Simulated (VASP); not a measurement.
# C (P6_3mc) in VASP: single point with PBE

Aim: the single point of C with PBE.

Program: VASP 6.6.1. These are calculated values, not measurements. Logs are shortened: lines on timing, memory, paths and dates and some standing lists are left out, and cuts for length are marked.

## Step 1: The cell of the first run

The structure is hexagonal, space group P6_3mc (No. 186). Conventional cell: a = 3.116 Å, b = 3.116 Å, c = 8.328 Å, α = 90.00°, β = 90.00°, γ = 120.00°. Within 2.4 Å of C (site symmetry 3m) lie 3 C at 1.80 Å. Within 2.4 Å of C (site symmetry 3m) lie 3 C at 1.80 Å.

## Step 2: Single point, PBE (Ge replaced by C, lengths x 0.780, strained)

Contents of INCAR:

```
  PREC = Accurate
  ENCUT = 520
  EDIFF = 1E-6
  ISMEAR = 0
  SIGMA = 0.1
  LREAL = F
  LASPH = T
  NELM = 100
  ALGO = Fast
  ISIF = 2
  LWAVE = F
  LCHARG = T
  GGA = PE
  LELF = T
  LVHAR = T
  NBANDS = 16
```

Contents of KPOINTS:

```
regular mesh
0
Gamma
  6 6 2
```

Contents of POSCAR:

```
C
1.0
    3.1159381366      0.0000000000      0.0000000000
   -1.5579690683      2.6984815829      0.0000000000
    0.0000000000      0.0000000000      8.3284654408
C
4
Direct
    0.0000000000      0.0000000000      0.9547109979
    0.0000000000      0.0000000000      0.4547109979
    0.3333333300      0.6666666700      0.9375890021
    0.6666666700      0.3333333300      0.4375890021
```

Potentials or basis: VASP PAW PBE potentials, release 64 (C).

Command:

```
$ cat potpaw_PBE.64/C/POTCAR > POTCAR
$ mpirun -np 1 vasp_std > vasp.out
```

OUTCAR:

```text
PREC = Accurate
   ENCUT = 520
   EDIFF = 1E-6
   ISMEAR = 0
   LREAL = F
   LASPH = T
   NELM = 100
   ISIF = 2
   GGA = PE

 ion  position               nearest neighbor table
   1  0.000  0.000  0.955-   3 1.80   3 1.80   3 1.80
   2  0.000  0.000  0.455-   4 1.80   4 1.80   4 1.80
   3  0.333  0.667  0.938-   1 1.80   1 1.80   1 1.80
   4  0.667  0.333  0.438-   2 1.80   2 1.80   2 1.80

  LATTYP: Found a hexagonal cell.
 ALAT       =     3.1159381366
 C/A-ratio  =     2.6728596897

  Lattice vectors:

 A1 = (   3.1159381366,   0.0000000000,   0.0000000000)
 A2 = (  -1.5579690683,   2.6984815829,   0.0000000000)
 A3 = (   0.0000000000,   0.0000000000,   8.3284654408)

Analysis of symmetry for initial positions (statically):
=====================================================================
 Subroutine PRICEL returns:
 Original cell was already a primitive cell.

 Routine SETGRP: Setting up the symmetry group for a
 hexagonal supercell.

 Subroutine GETGRP returns: Found 12 space group operations
 (whereof  6 operations were pure point group operations)
 out of a pool of 24 trial point group operations.

The static configuration has the point symmetry C_3v.
 The point group associated with its full space group is C_6v.

Analysis of symmetry for dynamics (positions and initial velocities):
=====================================================================
 Subroutine PRICEL returns:
 Original cell was already a primitive cell.

 Routine SETGRP: Setting up the symmetry group for a
 hexagonal supercell.

 Subroutine GETGRP returns: Found 12 space group operations
 (whereof  6 operations were pure point group operations)
 out of a pool of 24 trial point group operations.

The dynamic configuration has the point symmetry C_3v.
 The point group associated with its full space group is C_6v.

 Subroutine INISYM returns: Found 12 space group operations
 (whereof  6 operations are pure point group operations),
 and found     1 'primitive' translations

----------------------------------------------------------------------------------------

                                     Primitive cell

  volume of cell :      70.0282

  direct lattice vectors                    reciprocal lattice vectors
     3.115938137  0.000000000  0.000000000     0.320930633  0.185289388  0.000000000
    -1.557969068  2.698481583  0.000000000     0.000000000  0.370578775  0.000000000
     0.000000000  0.000000000  8.328465441     0.000000000  0.000000000  0.120070139

  length of vectors
     3.115938137  3.115938137  8.328465441     0.370578775  0.370578775  0.120070139

  position of ions in fractional coordinates (direct lattice)
     0.000000000  0.000000000  0.954710998
     0.000000000  0.000000000  0.454710998
     0.333333330  0.666666670  0.937589002
     0.666666670  0.333333330  0.437589002

  ion indices of the primitive-cell ions
   primitive index   ion index
                 1           1
                 2           2
                 3           3
                 4           4

----------------------------------------------------------------------------------------

 KPOINTS: regular mesh

Automatic generation of k-mesh.
 Grid dimensions read from file:
 generate k-points for:    6    6    2

 Generating k-lattice:

  Cartesian coordinates                     Fractional coordinates (reciprocal lattice)
     0.053488439  0.030881565  0.000000000     0.166666667  0.000000000  0.000000000
     0.000000000  0.061763129  0.000000000     0.000000000  0.166666667  0.000000000
     0.000000000  0.000000000  0.060035069     0.000000000  0.000000000  0.500000000

  Length of vectors
     0.061763129  0.061763129  0.060035069

  Shift w.r.t. Gamma in fractional coordinates (k-lattice)
     0.000000000  0.000000000  0.000000000

 Subroutine IBZKPT returns following result:
 ===========================================

 Found     14 irreducible k-points:

 Following reciprocal coordinates:
            Coordinates               Weight
  0.000000  0.000000  0.000000      1.000000
  0.166667  0.000000  0.000000      6.000000
  0.333333 -0.000000  0.000000      6.000000
  0.500000  0.000000  0.000000      3.000000
  0.166667  0.166667  0.000000      6.000000
  0.333333  0.166667  0.000000     12.000000
  0.333333  0.333333  0.000000      2.000000
  0.000000  0.000000  0.500000      1.000000
  0.166667  0.000000  0.500000      6.000000
  0.333333 -0.000000  0.500000      6.000000
  0.500000  0.000000  0.500000      3.000000
  0.166667  0.166667  0.500000      6.000000
  0.333333  0.166667  0.500000     12.000000
  0.333333  0.333333  0.500000      2.000000
   k-points           NKPTS =     14   k-points in BZ     NKDIM =     14   number of bands    NBANDS=     16
   number of dos      NEDOS =    301   number of ions     NIONS =      4
   total plane-waves  NPLWV =  36864
   dimension x,y,z NGX =    24 NGY =   24 NGZ =   64
   dimension x,y,z NGXF=    48 NGYF=   48 NGZF=  128
   ions per type =               4
   NGX,Y,Z   is equivalent  to a cutoff of  12.80, 12.80, 12.78 a.u.
   NGXF,Y,Z  is equivalent  to a cutoff of  25.61, 25.61, 25.55 a.u.
 SYSTEM =  unknown system
   PREC   = accura    normal or accurate (medium, high low for compatibility)
   ISTART =      0    job   : 0-new  1-cont  2-samecut
   ICHARG =      2    charge: 1-file 2-atom 10-const
   ISPIN  =      1    spin polarized calculation?
   LNONCOLLINEAR =      F non collinear calculations
   LSORBIT =      F    spin-orbit coupling
   LASPH  =      T    aspherical Exc in radial PAW
   ENCUT  =  520.0 eV  38.22 Ry    6.18 a.u.   5.79  5.79 15.49*2*pi/ulx,y,z
   NELM   =    100;   NELMIN=  2; NELMDL= -5     # of ELM steps
   EDIFF  = 0.1E-05   stopping-criterion for ELM
   LREAL  =      F    real-space projection
   EDIFFG = 0.1E-04   stopping-criterion for IOM
   NSW    =      0    number of steps for IOM
   IBRION =     -1    ionic relax: 0-MD 1-quasi-New 2-CG
   NFREE  =      0    steps in history (QN), initial steepest desc. (CG)
   ISIF   =      2    stress and relaxation
   ISYM   =      2    0-nonsym 1-usesym 2-fastsym
   POTIM  = 0.5000    time-step for ionic-motion
   TEBEG  =    0.0;   TEEND  =   0.0 temperature during run
   PSTRESS=    0.0 pullay stress
   NELECT =      16.0000    total number of electrons
   NUPDOWN=      -1.0000    fix difference up-down
   EMIN   =  10.00;   EMAX   =-10.00  energy-range for DOS
   EFERMI =   0.00;   METHOD = LEGACY
   ISMEAR =     0;   SIGMA  =   0.10  broadening in eV -4-tet -1-fermi 0-gaus
   EFERMI_NEDOS =   21; number of points for ismear=-14 and -15
   IALGO  =     68    algorithm
   IMIX   =      4    mixing-type and parameters
     AMIX     =   0.40;   BMIX     =  1.00
     AMIX_MAG =   1.60;   BMIX_MAG =  1.00
  volume/ion in A,a.u.               =      17.51       118.14
  Fermi-wavevector in a.u.,A,eV,Ry     =   1.000823  1.891280 13.628217  1.001646
  Thomas-Fermi vector in A             =   2.133204
   LORBIT       =      0    0 simple, 1 ext, 2 COOP (PROOUT), +10 PAW based schemes
   GGA     = PE    functional components
   LHFCALC =     F    Hartree Fock is set to
   AEXX    =    0.0000 exact exchange contribution
   IVDW    =     0    specifies the selected vdW correction
   LEPSILON=     F    determine dielectric tensor
   LRPA    =     F    only Hartree local field effects (RPA)
 non-spin polarized calculation
 RMM-DIIS sequential band-by-band and
 Gauss-broadening in eV      SIGMA  =   0.10
  energy-cutoff  :      520.00
  volume of cell :       70.03
 maximum number of plane-waves:      1897
 NGX is ok and might be reduce to    24
   NGX = 11   NGY = 11   NGZ = 31

 number of electron      16.0000000 magnetization

 Free energy of the ion-electron system (eV)
  ---------------------------------------------------
  ext. energy  EPLUGINS =         0.00000000
  ---------------------------------------------------
  free energy    TOTEN  =       -26.83430319 eV

  energy without entropy =      -26.82488453  energy(sigma->0) =      -26.82959386

 E-fermi :  -0.2618     XC(G=0):  -7.6830

 val. band max:       -0.2632079570   @ k =   0.3333   0.3333   0.0000
 cond. band min:      -0.2586732389   @ k =   0.3333   0.3333   0.5000
 fundamental gap:      0.0045347181
 Fermi energy:        -0.2617973548

 k-point     1 :       0.0000    0.0000    0.0000
  band No.  band energies     occupation
      1     -14.8335      2.00000
      2     -14.7618      2.00000
      3      -4.4967      2.00000
      4      -3.7261      2.00000
      5      -2.8942      2.00000
      6      -2.8942      2.00000
[... 8 lines left out ...]
     15       4.4352      0.00000
     16       4.6732      0.00000

 k-point     2 :       0.1667    0.0000    0.0000
  band No.  band energies     occupation
      1     -14.4236      2.00000
      2     -14.3546      2.00000
      3      -5.0693      2.00000
      4      -5.0534      2.00000
      5      -4.0410      2.00000
      6      -3.4381      2.00000
[... 8 lines left out ...]
     15       5.5778      0.00000
     16       5.5927      0.00000

 k-point     3 :       0.3333   -0.0000    0.0000
  band No.  band energies     occupation
      1     -13.2477      2.00000
      2     -13.1877      2.00000
      3      -8.0602      2.00000
      4      -8.0266      2.00000
      5      -4.2654      2.00000
      6      -4.2460      2.00000
[... 8 lines left out ...]
     15       7.2498      0.00000
     16       7.8769      0.00000
[... 172 lines left out ...]
 k-point    13 :       0.3333    0.1667    0.5000
  band No.  band energies     occupation
      1     -12.1624      2.00000
      2     -12.1624      2.00000
      3      -9.3862      2.00000
      4      -9.3862      2.00000
      5      -5.4955      2.00000
      6      -5.4955      2.00000
[... 8 lines left out ...]
     15       8.8721      0.00000
     16       8.8728      0.00000

 k-point    14 :       0.3333    0.3333    0.5000
  band No.  band energies     occupation
      1     -10.7273      2.00000
      2     -10.7273      2.00000
      3     -10.7256      2.00000
      4     -10.7256      2.00000
      5      -6.4310      2.00000
      6      -6.4310      2.00000
[... 8 lines left out ...]
     15       8.9742      0.00000
     16       8.9742      0.00000

------------------------ aborting loop because EDIFF is reached ----------------------------------------

  FORCE on cell =-STRESS in cart. coord.  units (eV):
  Direction    XX          YY          ZZ          XY          YZ          ZX
  --------------------------------------------------------------------------------------
  -------------------------------------------------------------------------------------
  Total      -31.8710272    -31.8710272     -0.2935635      0.0000000      0.0000000     -0.0000000
  in kB     -729.1776873   -729.1776873     -6.7164430      0.0000000      0.0000000     -0.0000000
  external PRESSURE =    -488.3572726 kB  Pullay stress =       0.0000000 kB

 VOLUME and BASIS-vectors are now :
 -----------------------------------------------------------------------------
  energy-cutoff  :      520.00
  volume of cell :       70.03
      direct lattice vectors                 reciprocal lattice vectors
     3.115938137  0.000000000  0.000000000     0.320930633  0.185289388  0.000000000
    -1.557969068  2.698481583  0.000000000     0.000000000  0.370578775  0.000000000
     0.000000000  0.000000000  8.328465441     0.000000000  0.000000000  0.120070139

 POSITION                                       TOTAL-FORCE (eV/Angst)
 -----------------------------------------------------------------------------------
      0.00000      0.00000      7.95128         0.000000      0.000000     -1.015327
      0.00000      0.00000      3.78704         0.000000     -0.000000     -1.015327
     -0.00000      1.79899      7.80868         0.000000      0.000000      1.015327
      1.55797      0.89949      3.64444        -0.000000      0.000000      1.015327
 -----------------------------------------------------------------------------------
    total drift:                                0.000000      0.000000      0.000042

  FREE ENERGIE OF THE ION-ELECTRON SYSTEM (eV)
  ---------------------------------------------------
  free  energy   TOTEN  =       -26.8343031929 eV

  energy  without entropy=      -26.8248845322  energy(sigma->0) =      -26.82959386
```

Run time: 6.2 s. Hardware: 1 thread of Intel Xeon 6975P-C (Granite Rapids), shared host; peak memory 0.17 GiB.

What came out:

- Free energy: -26.8343 eV
- Pressure: -48.8 GPa
- Largest force: 1.015 eV/Å
- Band gap on the k mesh: zero (filled and empty bands touch)

Forces on the atoms (eV/Å):
```
C    0.000  0.000 -1.015
C    0.000  0.000 -1.015
C    0.000  0.000  1.015
C    0.000  0.000  1.015
```

Levels at points of the mesh, in eV from the Fermi level:
```tsv
k point	band 4	band 5	band 6	band 7	band 8	band 9	band 10	band 11	band 12	band 13
(0.00, 0.00, 0.00)	-3.46	-2.63	-2.63	-2.63	-2.63	0.60	0.62	4.26	4.68	4.68
(0.50, 0.00, 0.00)	-9.66	-4.34	-4.32	-1.38	-1.12	1.07	1.23	1.97	2.02	8.84
(0.00, 0.00, 0.50)	-3.88	-2.63	-2.63	-2.63	-2.63	0.61	0.61	4.69	4.69	4.69
(0.50, 0.00, 0.50)	-9.67	-4.33	-4.33	-1.24	-1.24	1.12	1.12	2.00	2.00	8.93
```

Caveat: the k points lie up to 0.39 Å⁻¹ apart; the cell differs from its parent crystal (Ge replaced by C, lengths x 0.780, strained); this functional lacks dispersion, which binds the layers, so the pressure and a relaxed spacing across them are unreliable; forces of over 1 eV/Å act on the atoms, so gaps and moduli don't describe the material at rest.
